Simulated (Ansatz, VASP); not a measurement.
Given: the input of a run of VASP 6.6.1 on Pt.

Contents of POSCAR:

```
Pt
1.0
   -1.5842200000      1.5842200000      1.5842200000
    1.5842200000     -1.5842200000      1.5842200000
    1.5842200000      1.5842200000     -1.5842200000
Pt
1
Direct
    0.0000000000      0.0000000000      0.0000000000
```

INCAR.step1

```
PREC = Accurate ; ENCUT = 520
EDIFF = 1E-5 ; ISMEAR = -1
SIGMA = 0.05 ; LREAL = F
LASPH = T ; NELM = 80
ALGO = Normal ; ISIF = 2
LWAVE = T ; LCHARG = F
NBANDS = 11 ; GGA = PE
```

The input INCAR.step2:

```
PREC = Accurate ; ENCUT = 520
EDIFF = 1E-7 ; ISMEAR = -1
SIGMA = 0.05 ; LREAL = F
LASPH = T ; NELM = 80
ALGO = Normal ; ISIF = 2
LWAVE = F ; LCHARG = F
METAGGA = R2SCAN ; LHFCALC = T
AEXX = 0.1 ; LMIXTAU = T
PRECFOCK = Normal ; NBANDS = 11
ISTART = 1
```

Contents of KPOINTS:

```
Automatic mesh
0
Gamma
  6 6 6
```

Potentials or basis: VASP PAW PBE potentials, release 64 (Pt).

Command:

```sh
$ cat potpaw_PBE.64/Pt/POTCAR > POTCAR
$ cp INCAR.step1 INCAR
$ mpirun -np 1 vasp_std > vasp.out
$ cp INCAR.step2 INCAR
$ mpirun -np 1 vasp_std > vasp.out
```

Question: Set up the same calculation for Ansatz 0.2.0. Potentials there: Ansatz PAW.

Answer: As run (the cutoff follows the program's own potentials):

Contents of input:

```
crystal:
  lattice:
    - [-1.58422, 1.58422, 1.58422]
    - [1.58422, -1.58422, 1.58422]
    - [1.58422, 1.58422, -1.58422]
  atoms:
    - { symbol: Pt, position: [0.0, 0.0, 0.0] }
hamiltonian:
  xc: r2scanh
  pseudopotentials: { kind: paw }
kpoints:
  mp_grid: { grid: [6, 6, 6] }
scf:
  occupations: { method: fermi_dirac, width: 0.05 }
output:
  forces: true
  stress: true
  eigenvalues: true
```

Both were run:

|  | VASP | Ansatz | Ansatz less VASP |
| --- | --- | --- | --- |
| gap on the k mesh at the Fermi level (eV) | none | none | - |
| pressure (GPa) | -8.0 | -8.6 | -0.59 |

VASP's potentials were made for PBE, not for r2SCANh. A gap of «none» marks a metal or a gap that the smearing closes. VASP's potentials hold 10 valence electrons a cell and Ansatz's 18, so a difference there can come from the potentials and not from the codes.

The k mesh is coarse, so the values compare programs but aren't converged. Neither program's run includes spin-orbit coupling.
